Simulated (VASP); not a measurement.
**LiF: single point with PBEsol**

LiF:

```xyz
4
Lattice="2.8161 0.0000 0.0000 -1.4080 2.4388 0.0000 0.0000 0.0000 4.8073" Properties=species:S:1:pos:R:3 pbc="T T T"
Li    0.0000    1.6259    1.8323
Li    1.4080    0.8129    4.2360
F     0.0000    1.6259    4.7777
F     1.4080    0.8129    2.3741
```

This cell differs from its parent crystal: strain -0.080 along x and y, +0.000 along z.

```json
{"Program": "VASP 6.6.1", "Task": "single point", "Functional": "PBEsol", "Potentials or basis": "VASP PAW PBE potentials, release 64 (Li_sv, F)", "Cutoff": "520 eV", "k mesh": "9 × 9 × 6", "Occupations": "gaussian, width 0.05 eV", "Spin": "no spin polarisation", "Dipole correction": "no", "Further INCAR settings": "ALGO = Normal; EDIFF = 1e-06; NBANDS = 18"}
```

```json
{
  "Largest force": "0.561 eV/Å",
  "Band gap on the k mesh": "8.77 eV, direct"
}
```

Forces in eV/Å, atoms in the order of the input:
```
Li   0.000  0.000 -0.561
Li   0.000  0.000 -0.561
F    0.000  0.000  0.561
F    0.000  0.000  0.561
```

Levels at points of the mesh, in eV from the valence-band top:
| k point | band 6 | band 7 | band 8 | band 9 | band 10 | band 11 | band 12 | band 13 | band 14 | band 15 |
| --- | --- | --- | --- | --- | --- | --- | --- | --- | --- | --- |
| (0.00, 0.00, 0.00) | -0.29 | -0.29 | -0.02 | 0.00 | 0.00 | 8.77 | 12.81 | 16.83 | 20.40 | 20.78 |
| (0.00, 0.00, 0.50) | -1.45 | -0.15 | -0.15 | -0.15 | -0.15 | 10.50 | 10.50 | 18.58 | 18.58 | 21.12 |

It took 38 s on 1 thread of Intel Xeon 8259CL, on a shared host, peak memory 0.16 GiB.

Caveat: the cell differs from its parent crystal (strain -0.080 along x and y, +0.000 along z); the PAW data sets were made with another functional, which shifts forces and pressure a little. A k mesh can miss the band edges.
